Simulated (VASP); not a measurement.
# HfC (R3m) in VASP: single point with PBE

Aim: the single point of HfC with PBE.

Program: VASP 6.6.1. These are calculated values, not measurements. Logs are shortened: lines on timing, memory, paths and dates and some standing lists are left out, and cuts for length are marked.

### Step 1. The cell of the first run

Symmetry: R3m, No. 160, trigonal system. The conventional cell has a = 3.288 Å, b = 3.288 Å, c = 8.054 Å, α = 90.00°, β = 90.00°, γ = 120.00°. Hf (site symmetry 3m) has 6 C at 2.22 to 2.45 Å within 2.9 Å. Within 2.9 Å of C (site symmetry 3m) lie 6 Hf at 2.22 to 2.45 Å.

### Step 2. Single point, PBE (atom 1 (Hf) moved by [0.11547, 0.11547, 0.11547] A)

The input, INCAR:

```
PREC = Accurate
ENCUT = 520
EDIFF = 1E-6
ISMEAR = -1
SIGMA = 0.05
LREAL = False
LASPH = True
NELM = 80
ALGO = Normal
ISIF = 2
LWAVE = False
LCHARG = False
GGA = PE
NBANDS = 14
```

The input, KPOINTS:

```
regular mesh
0
Gamma
  15 15 15
```

The input, POSCAR:

```
HfC
1.0
    0.0000000000      2.3250000000      2.3250000000
    2.3250000000      0.0000000000      2.3250000000
    2.3250000000      2.3250000000      0.0000000000
Hf C
1 1
Direct
    0.5248322581      0.5248322581      0.5248322581
    0.0000000000      0.0000000000      0.0000000000
```

Potentials or basis: VASP PAW PBE potentials, release 64 (Hf_pv, C).

The run is started by

```
> cat potpaw_PBE.64/Hf_pv/POTCAR potpaw_PBE.64/C/POTCAR > POTCAR
> mpirun -np 1 vasp_std > vasp.out
```

OUTCAR:

```text
PREC = Accurate
   ENCUT = 520
   EDIFF = 1E-6
   ISMEAR = -1
   LREAL = False
   LASPH = True
   NELM = 80
   ISIF = 2
   GGA = PE

 ion  position               nearest neighbor table
   1  0.525  0.525  0.525-   2 2.22   2 2.22   2 2.22   2 2.45   2 2.45   2 2.45
   2  0.000  0.000  0.000-   1 2.22   1 2.22   1 2.22   1 2.45   1 2.45   1 2.45

  LATTYP: Found a face centered cubic cell.
 ALAT       =     4.6500000000

  Lattice vectors:

 A1 = (   0.0000000000,   2.3250000000,   2.3250000000)
 A2 = (   2.3250000000,   0.0000000000,   2.3250000000)
 A3 = (   2.3250000000,   2.3250000000,   0.0000000000)

Analysis of symmetry for initial positions (statically):
=====================================================================
 Subroutine PRICEL returns:
 Original cell was already a primitive cell.

 Routine SETGRP: Setting up the symmetry group for a
 face centered cubic supercell.

 Subroutine GETGRP returns: Found  6 space group operations
 (whereof  6 operations were pure point group operations)
 out of a pool of 48 trial point group operations.

The static configuration has the point symmetry C_3v.

Analysis of symmetry for dynamics (positions and initial velocities):
=====================================================================
 Subroutine PRICEL returns:
 Original cell was already a primitive cell.

 Routine SETGRP: Setting up the symmetry group for a
 face centered cubic supercell.

 Subroutine GETGRP returns: Found  6 space group operations
 (whereof  6 operations were pure point group operations)
 out of a pool of 48 trial point group operations.

The dynamic configuration has the point symmetry C_3v.

 Subroutine INISYM returns: Found  6 space group operations
 (whereof  6 operations are pure point group operations),
 and found     1 'primitive' translations

----------------------------------------------------------------------------------------

                                     Primitive cell

  volume of cell :      25.1362

  direct lattice vectors                    reciprocal lattice vectors
     0.000000000  2.325000000  2.325000000    -0.215053763  0.215053763  0.215053763
     2.325000000  0.000000000  2.325000000     0.215053763 -0.215053763  0.215053763
     2.325000000  2.325000000  0.000000000     0.215053763  0.215053763 -0.215053763

  length of vectors
     3.288046533  3.288046533  3.288046533     0.372484045  0.372484045  0.372484045

  position of ions in fractional coordinates (direct lattice)
     0.524832258  0.524832258  0.524832258
     0.000000000  0.000000000  0.000000000

  ion indices of the primitive-cell ions
   primitive index   ion index
                 1           1
                 2           2

----------------------------------------------------------------------------------------

 KPOINTS: regular mesh

Automatic generation of k-mesh.
 Grid dimensions read from file:
 generate k-points for:   15   15   15

 Generating k-lattice:

  Cartesian coordinates                     Fractional coordinates (reciprocal lattice)
    -0.014336918  0.014336918  0.014336918     0.066666667  0.000000000  0.000000000
     0.014336918 -0.014336918  0.014336918     0.000000000  0.066666667  0.000000000
     0.014336918  0.014336918 -0.014336918     0.000000000  0.000000000  0.066666667

  Length of vectors
     0.024832270  0.024832270  0.024832270

  Shift w.r.t. Gamma in fractional coordinates (k-lattice)
     0.000000000  0.000000000  0.000000000

 Subroutine IBZKPT returns following result:
 ===========================================

 Found    344 irreducible k-points:

 Following reciprocal coordinates:
            Coordinates               Weight
  0.000000  0.000000  0.000000      1.000000
  0.066667  0.000000  0.000000      6.000000
  0.066667  0.066667  0.066667      2.000000
  0.133333  0.000000  0.000000      6.000000
  0.133333  0.133333  0.133333      2.000000
  0.200000  0.000000  0.000000      6.000000
[... 16 lines left out ...]
  0.266667  0.066667  0.000000     12.000000
  0.066667  0.066667 -0.200000      6.000000
 [... further k-points ...]
   k-points           NKPTS =    344   k-points in BZ     NKDIM =    344   number of bands    NBANDS=     14
   number of dos      NEDOS =    301   number of ions     NIONS =      2
   total plane-waves  NPLWV =  13824
   dimension x,y,z NGX =    24 NGY =   24 NGZ =   24
   dimension x,y,z NGXF=    48 NGYF=   48 NGZF=   48
   ions per type =               1   1
   NGX,Y,Z   is equivalent  to a cutoff of  12.13, 12.13, 12.13 a.u.
   NGXF,Y,Z  is equivalent  to a cutoff of  24.27, 24.27, 24.27 a.u.
 SYSTEM =  unknown system
   PREC   = accura    normal or accurate (medium, high low for compatibility)
   ISTART =      0    job   : 0-new  1-cont  2-samecut
   ICHARG =      2    charge: 1-file 2-atom 10-const
   ISPIN  =      1    spin polarized calculation?
   LNONCOLLINEAR =      F non collinear calculations
   LSORBIT =      F    spin-orbit coupling
   LASPH  =      T    aspherical Exc in radial PAW
   ENCUT  =  520.0 eV  38.22 Ry    6.18 a.u.   6.11  6.11  6.11*2*pi/ulx,y,z
   NELM   =     80;   NELMIN=  2; NELMDL= -5     # of ELM steps
   EDIFF  = 0.1E-05   stopping-criterion for ELM
   LREAL  =      F    real-space projection
   EDIFFG = 0.1E-04   stopping-criterion for IOM
   NSW    =      0    number of steps for IOM
   IBRION =     -1    ionic relax: 0-MD 1-quasi-New 2-CG
   NFREE  =      0    steps in history (QN), initial steepest desc. (CG)
   ISIF   =      2    stress and relaxation
   ISYM   =      2    0-nonsym 1-usesym 2-fastsym
   POTIM  = 0.5000    time-step for ionic-motion
   TEBEG  =    0.0;   TEEND  =   0.0 temperature during run
   PSTRESS=    0.0 pullay stress
   NELECT =      14.0000    total number of electrons
   NUPDOWN=      -1.0000    fix difference up-down
   EMIN   =  10.00;   EMAX   =-10.00  energy-range for DOS
   EFERMI =   0.00;   METHOD = LEGACY
   ISMEAR =    -1;   SIGMA  =   0.05  broadening in eV -4-tet -1-fermi 0-gaus
   EFERMI_NEDOS =   21; number of points for ismear=-14 and -15
   IALGO  =     38    algorithm
   IMIX   =      4    mixing-type and parameters
     AMIX     =   0.40;   BMIX     =  1.00
     AMIX_MAG =   1.60;   BMIX_MAG =  1.00
  volume/ion in A,a.u.               =      12.57        84.81
  Fermi-wavevector in a.u.,A,eV,Ry     =   1.346949  2.545365 24.684672  1.814272
  Thomas-Fermi vector in A             =   2.474740
   LORBIT       =      0    0 simple, 1 ext, 2 COOP (PROOUT), +10 PAW based schemes
   GGA     = PE    functional components
   LHFCALC =     F    Hartree Fock is set to
   AEXX    =    0.0000 exact exchange contribution
   IVDW    =     0    specifies the selected vdW correction
   LEPSILON=     F    determine dielectric tensor
   LRPA    =     F    only Hartree local field effects (RPA)
 non-spin polarized calculation
  energy-cutoff  :      520.00
  volume of cell :       25.14
 maximum number of plane-waves:       688
   NGX = 13   NGY = 13   NGZ = 13

 number of electron      14.0000000 magnetization

 Free energy of the ion-electron system (eV)
  ---------------------------------------------------
  ext. energy  EPLUGINS =         0.00000000
  ---------------------------------------------------
  free energy    TOTEN  =       -20.90968326 eV

  energy without entropy =      -20.90881177  energy(sigma->0) =      -20.90924751

 E-fermi :   6.1633     XC(G=0): -12.2676

 val. band max:        6.1543141354   @ k =   0.0000   0.0000   0.0000
 cond. band min:       6.2289778266   @ k =   0.0667   0.0000   0.0000
 fundamental gap:      0.0746636911
 Fermi energy:         6.1633130771

 k-point     1 :       0.0000    0.0000    0.0000
  band No.  band energies     occupation
      1     -23.6240      2.00000
      2     -23.6143      2.00000
      3     -23.6143      2.00000
      4      -6.3266      2.00000
      5       5.8352      1.99718
      6       6.1543      1.08975
      7       6.1543      1.08975
      8       7.6971      0.00000
      9       7.6971      0.00000
     10       8.7165      0.00000
     11       9.9697      0.00000
     12       9.9697      0.00000
     13      12.6906      0.00000
     14      16.8715      0.00000

 k-point     2 :       0.0667    0.0000    0.0000
  band No.  band energies     occupation
      1     -23.6483      2.00000
      2     -23.6247      2.00000
      3     -23.6175      2.00000
      4      -6.2142      2.00000
      5       5.3118      2.00000
      6       5.9211      1.98438
      7       6.2290      0.42387
      8       7.6860      0.00000
      9       7.7188      0.00000
     10       8.4345      0.00000
     11      10.4441      0.00000
     12      10.6152      0.00000
     13      12.9540      0.00000
     14      17.1873      0.00000

 k-point     3 :       0.0667    0.0667    0.0667
  band No.  band energies     occupation
      1     -23.6549      2.00000
      2     -23.6174      2.00000
      3     -23.6174      2.00000
      4      -6.2165      2.00000
      5       5.4952      2.00000
      6       5.8703      1.99431
      7       5.8703      1.99431
      8       7.7649      0.00000
      9       7.7649      0.00000
     10       8.7430      0.00000
     11      10.4164      0.00000
     12      10.4164      0.00000
     13      12.9736      0.00000
     14      17.1954      0.00000

 k-point     4 :       0.1333    0.0000    0.0000
  band No.  band energies     occupation
      1     -23.7361      2.00000
      2     -23.6339      2.00000
      3     -23.6264      2.00000
      4      -5.8877      2.00000
      5       4.4357      2.00000
      6       5.3346      2.00000
      7       5.7952      1.99873
      8       7.7662      0.00000
      9       7.8853      0.00000
     10       8.5082      0.00000
     11      11.5079      0.00000
     12      11.7452      0.00000
     13      13.6170      0.00000
     14      18.0571      0.00000

 k-point     5 :       0.1333    0.1333    0.1333
  band No.  band energies     occupation
      1     -23.7413      2.00000
      2     -23.6259      2.00000
      3     -23.6259      2.00000
      4      -5.8968      2.00000
      5       4.6658      2.00000
      6       5.2326      2.00000
      7       5.2326      2.00000
      8       8.0457      0.00000
      9       8.0457      0.00000
     10       8.8097      0.00000
     11      11.4529      0.00000
[... 276 lines left out ...]
 k-point    22 :       0.2000    0.1333    0.2000
  band No.  band energies     occupation
      1     -23.8276      2.00000
      2     -23.6519      2.00000
      3     -23.6381      2.00000
      4      -5.5023      2.00000
      5       3.7289      2.00000
      6       4.6440      2.00000
      7       4.9426      2.00000
      8       7.7750      0.00000
      9       8.8766      0.00000
     10       9.2569      0.00000
     11      11.7007      0.00000
     12      12.6839      0.00000
     13      14.7085      0.00000
     14      19.0387      0.00000

 k-point    23 :       0.2667    0.0667    0.0000
  band No.  band energies     occupation
      1     -23.9592      2.00000
      2     -23.6747      2.00000
      3     -23.6533      2.00000
      4      -4.8989      2.00000
      5       2.6765      2.00000
      6       4.0677      2.00000
      7       4.7336      2.00000
      8       7.8316      0.00000
      9       9.2141      0.00000
     10       9.6384      0.00000
     11      13.1656      0.00000
     12      13.8868      0.00000
     13      15.4230      0.00000
     14      19.7223      0.00000

 k-point    24 :       0.0667    0.0667   -0.2000
  band No.  band energies     occupation
      1     -23.9600      2.00000
      2     -23.6690      2.00000
      3     -23.6596      2.00000
      4      -4.8961      2.00000
      5       2.7106      2.00000
      6       4.2722      2.00000
      7       4.4521      2.00000
      8       8.1462      0.00000
      9       9.2450      0.00000
     10       9.2944      0.00000
     11      13.0511      0.00000
     12      14.0056      0.00000
     13      15.3954      0.00000
     14      19.7226      0.00000

 [... further k-points ...]
[... 5 lines left out ...]
  --------------------------------------------------------------------------------------
  -------------------------------------------------------------------------------------
  Total        0.4713402      0.4713402      0.4713402     -0.2111565     -0.2111565     -0.2111565
  in kB       30.0432033     30.0432033     30.0432033    -13.4591017    -13.4591017    -13.4591017
  external PRESSURE =      30.0432033 kB  Pullay stress =       0.0000000 kB

 VOLUME and BASIS-vectors are now :
 -----------------------------------------------------------------------------
  energy-cutoff  :      520.00
  volume of cell :       25.14
      direct lattice vectors                 reciprocal lattice vectors
     0.000000000  2.325000000  2.325000000    -0.215053763  0.215053763  0.215053763
     2.325000000  0.000000000  2.325000000     0.215053763 -0.215053763  0.215053763
     2.325000000  2.325000000  0.000000000     0.215053763  0.215053763 -0.215053763

 POSITION                                       TOTAL-FORCE (eV/Angst)
 -----------------------------------------------------------------------------------
      2.44047      2.44047      2.44047        -0.752728     -0.752728     -0.752728
      0.00000      0.00000      0.00000         0.752728      0.752728      0.752728
 -----------------------------------------------------------------------------------
    total drift:                                0.000135      0.000135      0.000135

  FREE ENERGIE OF THE ION-ELECTRON SYSTEM (eV)
  ---------------------------------------------------
  free  energy   TOTEN  =       -20.9096832582 eV

  energy  without entropy=      -20.9088117656  energy(sigma->0) =      -20.90924751
```

It took 2.7 min on 1 thread of AMD EPYC 7R13, shared host; peak memory 0.21 GiB.

What came out:

```yaml
Free_energy: -20.9097 eV
Pressure: 3.0 GPa
Largest_force: 1.304 eV/Å
Band_gap_on_the_k_mesh: zero (filled and empty bands touch)
```

Forces in eV/Å, atoms in the order of the input:
```
Hf  -0.753 -0.753 -0.753
C    0.753  0.753  0.753
```

Caveat: the cell differs from its parent crystal (atom 1 (Hf) moved by [0.11547, 0.11547, 0.11547] A); spin-orbit coupling is left out, which moves the levels of the heavy elements; forces of over 1 eV/Å act on the atoms, so gaps and moduli don't describe the material at rest.
